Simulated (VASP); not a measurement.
## BiH: single point with PBE

The system is BiH.

```xyz
2
Lattice="0.0000 2.8043 2.9930 2.6366 0.0000 2.9930 2.6366 2.8043 0.0000" Properties=species:S:1:pos:R:3 pbc="T T T"
Bi    0.0000    0.0000    0.0000
H     2.6366    2.8043    2.9930
```

```
Program             : VASP 6.6.1
Task                : single point
Functional          : PBE
Potentials or basis : VASP PAW PBE potentials, release 64 (Bi_d, H)
Cutoff              : 520 eV
k mesh              : 6 × 6 × 6
Occupations         : gaussian, width 0.1 eV
Spin                : no spin polarisation
```

```json
{
  "Pressure": "-8.6 GPa",
  "Band gap on the k mesh": "zero (bands 8 and 9 overlap by 4.18 eV)"
}
```

Stress tensor (GPa, compression positive):
```
-12.25   0.00   0.00
  0.00  -5.33   0.00
  0.00   0.00  -8.10
```

Levels at points of the mesh, in eV from the Fermi level:
```csv
k point,band 4,band 5,band 6,band 7,band 8,band 9,band 10,band 11,band 12,band 13
"(0.00, 0.00, 0.00)",-23.28,-23.24,-12.33,-0.65,2.38,2.51,2.59,8.59,8.80,8.89
"(0.50, 0.00, 0.00)",-23.24,-23.23,-10.68,-5.53,0.95,1.80,2.86,4.90,7.01,8.25
"(0.50, 0.50, 0.00)",-23.25,-23.22,-10.59,-3.66,-2.04,0.09,0.50,5.17,12.99,13.10
"(0.50, 0.00, 0.50)",-23.26,-23.21,-10.20,-3.43,-2.40,-0.60,0.22,4.79,11.79,12.29
"(0.00, 0.50, 0.50)",-23.24,-23.22,-9.92,-3.15,-2.67,-0.88,-0.46,4.34,12.53,12.65
```

It took 13 s on 1 thread of Oxide Virtual Turin-like Processor, on a shared host, peak memory 0.15 GiB.

Caveat: the stress differs along the axes, from -12 to -5 GPa; spin-orbit coupling is left out, which moves the levels of the heavy elements.
